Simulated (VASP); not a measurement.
# Se (Fd-3m) in VASP: further runs

Se is run at these levels: PBE; tasks: single point.

All numbers are computed with VASP 6.6.1; they aren't measurements. Logs are shortened: lines on timing, memory, paths and dates and some standing lists are left out, and cuts for length are marked.

**1. The cell of the first run**

The structure is cubic, space group Fd-3m (No. 227). Conventional cell: a = 4.282 Å, b = 4.282 Å, c = 4.282 Å, α = 90.00°, β = 90.00°, γ = 90.00°. Within 2.5 Å of Se (site symmetry -43m) lie 4 Se at 1.85 Å.

**2. Single point, PBE**

Contents of INCAR:

```
PREC = Accurate ; ENCUT = 520
EDIFF = 1E-7 ; ISMEAR = -1
SIGMA = 0.1 ; LREAL = F
LASPH = T ; NELM = 60
ALGO = Normal ; ISIF = 2
LWAVE = F ; LCHARG = F
GGA = PE ; NBANDS = 13
```

Contents of KPOINTS:

```
Automatic mesh
0
Gamma
  15 15 15
```

Contents of POSCAR:

```
Se
1.0
    0.0000000000      2.1411920356      2.1411920356
    2.1411920356      0.0000000000      2.1411920356
    2.1411920356      2.1411920356      0.0000000000
Se
2
Direct
   -0.1250000000     -0.1250000000     -0.1250000000
    0.1250000000      0.1250000000      0.1250000000
```

Potentials or basis: VASP PAW PBE potentials, release 64 (Se).

Run with:

```console
$ cat potpaw_PBE.64/Se/POTCAR > POTCAR
$ mpirun -np 1 vasp_std > vasp.out
```

OUTCAR:

```text
PREC = Accurate
   ENCUT = 520
   EDIFF = 1E-7
   ISMEAR = -1
   LREAL = F
   LASPH = T
   NELM = 60
   ISIF = 2
   GGA = PE

 ion  position               nearest neighbor table
   1  0.875  0.875  0.875-   2 1.85   2 1.85   2 1.85   2 1.85
   2  0.125  0.125  0.125-   1 1.85   1 1.85   1 1.85   1 1.85

  LATTYP: Found a face centered cubic cell.
 ALAT       =     4.2823840712

  Lattice vectors:

 A1 = (   0.0000000000,   2.1411920356,   2.1411920356)
 A2 = (   2.1411920356,   0.0000000000,   2.1411920356)
 A3 = (   2.1411920356,   2.1411920356,   0.0000000000)

Analysis of symmetry for initial positions (statically):
=====================================================================
 Subroutine PRICEL returns:
 Original cell was already a primitive cell.

 Routine SETGRP: Setting up the symmetry group for a
 face centered cubic supercell.

 Subroutine GETGRP returns: Found 48 space group operations
 (whereof 12 operations were pure point group operations)
 out of a pool of 48 trial point group operations.

The static configuration has the point symmetry D_3d.
 The point group associated with its full space group is O_h .

Analysis of symmetry for dynamics (positions and initial velocities):
=====================================================================
 Subroutine PRICEL returns:
 Original cell was already a primitive cell.

 Routine SETGRP: Setting up the symmetry group for a
 face centered cubic supercell.

 Subroutine GETGRP returns: Found 48 space group operations
 (whereof 12 operations were pure point group operations)
 out of a pool of 48 trial point group operations.

The dynamic configuration has the point symmetry D_3d.
 The point group associated with its full space group is O_h .

 Subroutine INISYM returns: Found 48 space group operations
 (whereof 12 operations are pure point group operations),
 and found     1 'primitive' translations

----------------------------------------------------------------------------------------

                                     Primitive cell

  volume of cell :      19.6335

  direct lattice vectors                    reciprocal lattice vectors
     0.000000000  2.141192036  2.141192036    -0.233514786  0.233514786  0.233514786
     2.141192036  0.000000000  2.141192036     0.233514786 -0.233514786  0.233514786
     2.141192036  2.141192036  0.000000000     0.233514786  0.233514786 -0.233514786

  length of vectors
     3.028102816  3.028102816  3.028102816     0.404459474  0.404459474  0.404459474

  position of ions in fractional coordinates (direct lattice)
     0.875000000  0.875000000  0.875000000
     0.125000000  0.125000000  0.125000000

  ion indices of the primitive-cell ions
   primitive index   ion index
                 1           1
                 2           2

----------------------------------------------------------------------------------------

 KPOINTS: Automatic mesh

Automatic generation of k-mesh.
 Grid dimensions read from file:
 generate k-points for:   15   15   15

 Generating k-lattice:

  Cartesian coordinates                     Fractional coordinates (reciprocal lattice)
    -0.015567652  0.015567652  0.015567652     0.066666667  0.000000000  0.000000000
     0.015567652 -0.015567652  0.015567652     0.000000000  0.066666667  0.000000000
     0.015567652  0.015567652 -0.015567652     0.000000000  0.000000000  0.066666667

  Length of vectors
     0.026963965  0.026963965  0.026963965

  Shift w.r.t. Gamma in fractional coordinates (k-lattice)
     0.000000000  0.000000000  0.000000000

 Subroutine IBZKPT returns following result:
 ===========================================

 Found    120 irreducible k-points:

 Following reciprocal coordinates:
            Coordinates               Weight
  0.000000  0.000000  0.000000      1.000000
  0.066667  0.000000  0.000000      8.000000
  0.133333  0.000000  0.000000      8.000000
  0.200000  0.000000  0.000000      8.000000
  0.266667  0.000000  0.000000      8.000000
  0.333333  0.000000  0.000000      8.000000
[... 16 lines left out ...]
  0.133333  0.133333  0.000000      6.000000
  0.200000  0.133333  0.000000     24.000000
 [... further k-points ...]
   k-points           NKPTS =    120   k-points in BZ     NKDIM =    120   number of bands    NBANDS=     13
   number of dos      NEDOS =    301   number of ions     NIONS =      2
   total plane-waves  NPLWV =  13824
   dimension x,y,z NGX =    24 NGY =   24 NGZ =   24
   dimension x,y,z NGXF=    48 NGYF=   48 NGZF=   48
   ions per type =               2
   NGX,Y,Z   is equivalent  to a cutoff of  13.18, 13.18, 13.18 a.u.
   NGXF,Y,Z  is equivalent  to a cutoff of  26.35, 26.35, 26.35 a.u.
 SYSTEM =  unknown system
   PREC   = accura    normal or accurate (medium, high low for compatibility)
   ISTART =      0    job   : 0-new  1-cont  2-samecut
   ICHARG =      2    charge: 1-file 2-atom 10-const
   ISPIN  =      1    spin polarized calculation?
   LNONCOLLINEAR =      F non collinear calculations
   LSORBIT =      F    spin-orbit coupling
   LASPH  =      T    aspherical Exc in radial PAW
   ENCUT  =  520.0 eV  38.22 Ry    6.18 a.u.   5.63  5.63  5.63*2*pi/ulx,y,z
   NELM   =     60;   NELMIN=  2; NELMDL= -5     # of ELM steps
   EDIFF  = 0.1E-06   stopping-criterion for ELM
   LREAL  =      F    real-space projection
   EDIFFG = 0.1E-05   stopping-criterion for IOM
   NSW    =      0    number of steps for IOM
   IBRION =     -1    ionic relax: 0-MD 1-quasi-New 2-CG
   NFREE  =      0    steps in history (QN), initial steepest desc. (CG)
   ISIF   =      2    stress and relaxation
   ISYM   =      2    0-nonsym 1-usesym 2-fastsym
   POTIM  = 0.5000    time-step for ionic-motion
   TEBEG  =    0.0;   TEEND  =   0.0 temperature during run
   PSTRESS=    0.0 pullay stress
   NELECT =      12.0000    total number of electrons
   NUPDOWN=      -1.0000    fix difference up-down
   EMIN   =  10.00;   EMAX   =-10.00  energy-range for DOS
   EFERMI =   0.00;   METHOD = LEGACY
   ISMEAR =    -1;   SIGMA  =   0.10  broadening in eV -4-tet -1-fermi 0-gaus
   EFERMI_NEDOS =   21; number of points for ismear=-14 and -15
   IALGO  =     38    algorithm
   IMIX   =      4    mixing-type and parameters
     AMIX     =   0.40;   BMIX     =  1.00
     AMIX_MAG =   1.60;   BMIX_MAG =  1.00
  volume/ion in A,a.u.               =       9.82        66.25
  Fermi-wavevector in a.u.,A,eV,Ry     =   1.389322  2.625438 26.262184  1.930216
  Thomas-Fermi vector in A             =   2.513364
   LORBIT       =      0    0 simple, 1 ext, 2 COOP (PROOUT), +10 PAW based schemes
   GGA     = PE    functional components
   LHFCALC =     F    Hartree Fock is set to
   AEXX    =    0.0000 exact exchange contribution
   IVDW    =     0    specifies the selected vdW correction
   LEPSILON=     F    determine dielectric tensor
   LRPA    =     F    only Hartree local field effects (RPA)
 non-spin polarized calculation
  energy-cutoff  :      520.00
  volume of cell :       19.63
 maximum number of plane-waves:       540
   NGX = 11   NGY = 11   NGZ = 11

 number of electron      11.9999999 magnetization

 Free energy of the ion-electron system (eV)
  ---------------------------------------------------
  ext. energy  EPLUGINS =         0.00000000
  ---------------------------------------------------
  free energy    TOTEN  =        17.53497065 eV

  energy without entropy =       17.55822309  energy(sigma->0) =       17.54659687

 E-fermi :  18.1965     XC(G=0): -13.8730

 val. band max:       18.1894621964   @ k =   0.4000   0.2667   0.1333
 cond. band min:      18.2651887569   @ k =   0.4000   0.1333   0.0667
 fundamental gap:      0.0757265605
 Fermi energy:        18.1964991290

 k-point     1 :       0.0000    0.0000    0.0000
  band No.  band energies     occupation
      1     -10.4072      2.00000
      2      10.6695      2.00000
      3      10.6695      2.00000
      4      10.6695      2.00000
      5      14.9697      2.00000
      6      14.9697      2.00000
      7      14.9697      2.00000
      8      18.1027      1.43750
      9      23.1154      0.00000
     10      24.9939      0.00000
     11      24.9939      0.00000
     12      28.1789      0.00000
     13      28.1789      0.00000

 k-point     2 :       0.0667    0.0000    0.0000
  band No.  band energies     occupation
      1     -10.3062      2.00000
      2       9.6212      2.00000
      3      10.4576      2.00000
      4      10.4576      2.00000
      5      15.2495      2.00000
      6      15.2495      2.00000
      7      15.2729      2.00000
      8      18.6597      0.01929
      9      23.5568      0.00000
     10      24.4387      0.00000
     11      24.4387      0.00000
     12      27.8603      0.00000
     13      29.0590      0.00000

 k-point     3 :       0.1333    0.0000    0.0000
  band No.  band energies     occupation
      1     -10.0046      2.00000
      2       7.5459      2.00000
      3       9.9684      2.00000
      4       9.9684      2.00000
      5      15.3404      2.00000
      6      15.8940      2.00000
      7      15.8940      2.00000
      8      20.1487      0.00000
      9      23.6241      0.00000
     10      23.6241      0.00000
     11      24.5931      0.00000
     12      27.4493      0.00000
     13      30.8957      0.00000
[... 305 lines left out ...]
 k-point    23 :       0.1333    0.1333    0.0000
  band No.  band energies     occupation
      1      -9.8690      2.00000
      2       8.2932      2.00000
      3       8.8431      2.00000
      4       8.8431      2.00000
      5      13.9647      2.00000
      6      17.4565      1.99878
      7      17.4565      1.99878
      8      19.1521      0.00014
      9      22.6537      0.00000
     10      25.2354      0.00000
     11      25.4744      0.00000
     12      29.1642      0.00000
     13      29.1642      0.00000

 k-point    24 :       0.2000    0.1333    0.0000
  band No.  band energies     occupation
      1      -9.5017      2.00000
      2       6.5780      2.00000
      3       8.2529      2.00000
      4       8.5317      2.00000
      5      13.9634      2.00000
      6      17.8260      1.95196
      7      18.3516      0.34991
      8      18.9707      0.00087
      9      23.5146      0.00000
     10      25.4171      0.00000
     11      26.3179      0.00000
     12      29.0602      0.00000
     13      30.3686      0.00000

 [... further k-points ...]
[... 5 lines left out ...]
  --------------------------------------------------------------------------------------
  -------------------------------------------------------------------------------------
  Total       58.1462833     58.1462833     58.1462833      0.0000000      0.0000000      0.0000000
  in kB     4744.9942279   4744.9942279   4744.9942279      0.0000000      0.0000000      0.0000000
  external PRESSURE =    4744.9942279 kB  Pullay stress =       0.0000000 kB

 VOLUME and BASIS-vectors are now :
 -----------------------------------------------------------------------------
  energy-cutoff  :      520.00
  volume of cell :       19.63
      direct lattice vectors                 reciprocal lattice vectors
     0.000000000  2.141192036  2.141192036    -0.233514786  0.233514786  0.233514786
     2.141192036  0.000000000  2.141192036     0.233514786 -0.233514786  0.233514786
     2.141192036  2.141192036  0.000000000     0.233514786  0.233514786 -0.233514786

 POSITION                                       TOTAL-FORCE (eV/Angst)
 -----------------------------------------------------------------------------------
      3.74709      3.74709      3.74709         0.000000      0.000000     -0.000000
      0.53530      0.53530      0.53530        -0.000000     -0.000000      0.000000
 -----------------------------------------------------------------------------------
    total drift:                                0.000000      0.000000      0.000000

  FREE ENERGIE OF THE ION-ELECTRON SYSTEM (eV)
  ---------------------------------------------------
  free  energy   TOTEN  =        17.5349706508 eV

  energy  without entropy=       17.5582230888  energy(sigma->0) =       17.54659687
```

Run time: 9.9 s. Hardware: 1 thread of Intel Xeon 6975P-C (Granite Rapids), shared host; peak memory 0.15 GiB.

What came out:

* Free energy: 17.5350 eV
* Pressure: 474.5 GPa
* Band gap on the k mesh: zero (band 6 reaches 21.05 eV, above the bottom of band 7 at 14.97 eV)

**3. Single point, PBE**

Contents of INCAR:

```
PREC = Accurate
ENCUT = 520
EDIFF = 1E-7
ISMEAR = -1
SIGMA = 0.1
LREAL = False
LASPH = True
NELM = 60
ALGO = Normal
ISIF = 2
LWAVE = False
LCHARG = False
GGA = PE
NBANDS = 13
```

KPOINTS is that of step 2.

Contents of POSCAR:

```
Se
1.0
    0.0000000000      2.1422527627      2.1422527627
    2.1422527627      0.0000000000      2.1422527627
    2.1422527627      2.1422527627      0.0000000000
Se
2
Direct
   -0.1250000000     -0.1250000000     -0.1250000000
    0.1250000000      0.1250000000      0.1250000000
```

Potentials or basis: VASP PAW PBE potentials, release 64 (Se).

Run with:

```console
$ cat potpaw_PBE.64/Se/POTCAR > POTCAR
$ mpirun -np 1 vasp_std > vasp.out
```

It took 9.5 s on 1 thread of Intel Xeon 6975P-C (Granite Rapids), shared host; peak memory 0.15 GiB.

The run converged. Its results:

| Property | Result |
| --- | --- |
| Free energy | 17.4487 eV |
| Pressure | 472.3 GPa |
| Band gap on the k mesh | zero (band 6 reaches 21.02 eV, above the bottom of band 7 at 14.94 eV) |

Levels at points of the mesh, in eV from the Fermi level:
```csv
k point,band 2,band 3,band 4,band 5,band 6,band 7,band 8,band 9,band 10,band 11
"(0.00, 0.00, 0.00)",-7.52,-7.52,-7.52,-3.22,-3.22,-3.22,-0.12,4.92,6.80,6.80
```
